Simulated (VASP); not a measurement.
A run of VASP 6.6.1 is set up as follows.

INCAR

```
ALGO     = Normal         # electronic algorithm
EDIFF    = 1E-6           # SCF threshold, eV
ENCUT    = 520            # plane-wave cutoff, eV
GGA      = PE             # functional
ISIF     = 2              # what is computed and relaxed
ISMEAR   = 0              # smearing method
LASPH    = T              # aspherical terms in the spheres
LCHARG   = F              # write CHGCAR
LREAL    = F              # projectors in reciprocal space
LWAVE    = F              # write WAVECAR
NBANDS   = 15             # bands
NELM     = 80             # most SCF steps
PREC     = Accurate       # precision mode
SIGMA    = 0.05           # smearing width, eV
```

Contents of KPOINTS:

```
k-points
0
Gamma
  6 6 6
```

File POSCAR:

```
RbBr
1.0
    0.0000000000      3.4275000000      3.4275000000
    3.4275000000      0.0000000000      3.4275000000
    3.4275000000      3.4275000000      0.0000000000
Rb Br
1 1
Direct
    0.0000000000      0.0000000000      0.0000000000
    0.4562363239      0.4562363239      0.4199813075
```

Potentials or basis: VASP PAW PBE potentials, release 64 (Rb_sv, Br).

Run with:

```sh
$ cat potpaw_PBE.64/Rb_sv/POTCAR potpaw_PBE.64/Br/POTCAR > POTCAR
$ mpirun -np 1 vasp_std > vasp.out
```

**Question.** Predict the band gap on the k mesh.

**Answer.** 4.46 eV, direct.

**Question.** Estimate the largest force.

**Answer.** 0.864 eV/Å.

**Question.** Estimate the pressure.

**Answer.** 3.1 GPa.

Stress tensor (GPa, compression positive):
```
 3.72 -1.08 -0.65
-1.08  3.72 -0.65
-0.65 -0.65  1.96
```

Caveat: the cell differs from its parent crystal (atom 2 (Br) moved by (-0.600, -0.300) A along [1 1 0] and z).
